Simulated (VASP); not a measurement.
Crystal: PtSe.

```
Pt Se
1.0
     0.00000    2.75841    2.75841
     2.75841    0.00000    2.75841
     2.75841    2.75841    0.00000
Pt Se
1 1
Cartesian
  0.0000 0.0000 0.0000
  2.7584 2.7584 2.7584
```

* Program: VASP 6.6.1
* Task: relaxation of cell and atoms
* Functional: PBE
* Potentials or basis: VASP PAW PBE potentials, release 64 (Pt, Se)
* Cutoff: 600 eV
* k mesh: 6 × 6 × 6
* Occupations: gaussian, width 0.1 eV
* Spin: no spin polarisation

At the start: pressure -11.8 GPa; volume 20.99 Å³/atom.

Question: How do energy, volume and symmetry change on relaxing?

Answer: Over 3 steps the energy falls by 102.7 meV/atom and the volume is 18.58 Å³/atom (-11.5 %); space group Fm-3m (No. 225, to 0.05 Å).

The path:
```tsv
step	energy change (eV)	largest force (eV/Å)	pressure (GPa)	volume (Å³)
1	0.0000	0.0000	-11.83	41.98
2	-0.0030	0.0000	18.90	33.25
3	-0.2054	0.0000	-0.31	37.17
```

Final structure:
```
CELL_PARAMETERS angstrom
0.00000 2.64878 2.64878
2.64878 0.00000 2.64878
2.64878 2.64878 0.00000
ATOMIC_POSITIONS crystal
Pt 0.00000 0.00000 0.00000
Se 0.50000 0.50000 0.50000
```
